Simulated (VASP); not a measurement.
# Ge: single point with r2SCAN

The system is Ge.

```xyz
2
Lattice="0.0000 2.8369 2.8369 2.8369 0.0000 2.8369 2.8369 2.8369 0.0000" Properties=species:S:1:pos:R:3 pbc="T T T"
Ge    0.0000    0.0000    0.0000
Ge    1.4184    1.4184    1.4184
```

```yaml
Program: VASP 6.6.1
Task: single point
Functional: r2SCAN
Potentials_or_basis: VASP PAW PBE potentials, release 64 (Ge_d)
Cutoff: 520 eV
k_mesh: 8 × 8 × 8
Occupations: fermi-dirac, width 0.02 eV
Spin: no spin polarisation
```

```
Pressure               : 0.0 GPa
Band gap on the k mesh : 0.32 eV, direct
```

Levels at points of the mesh, in eV from the valence-band top:
```csv
k point,band 12,band 13,band 14,band 15,band 16,band 17
"(0.00, 0.00, 0.00)",0.00,0.00,0.00,0.32,2.71,2.71
"(0.50, 0.00, 0.00)",-7.83,-1.47,-1.47,0.42,3.99,3.99
"(0.50, 0.50, 0.00)",-9.18,-3.20,-3.20,0.98,0.98,10.03
```

It took 3.4 min on 1 thread of Intel Xeon 8259CL, with other jobs on the host, peak memory 0.18 GiB.

Caveat: the PAW data sets were made with another functional, which shifts forces and pressure a little. A k mesh can miss the band edges.
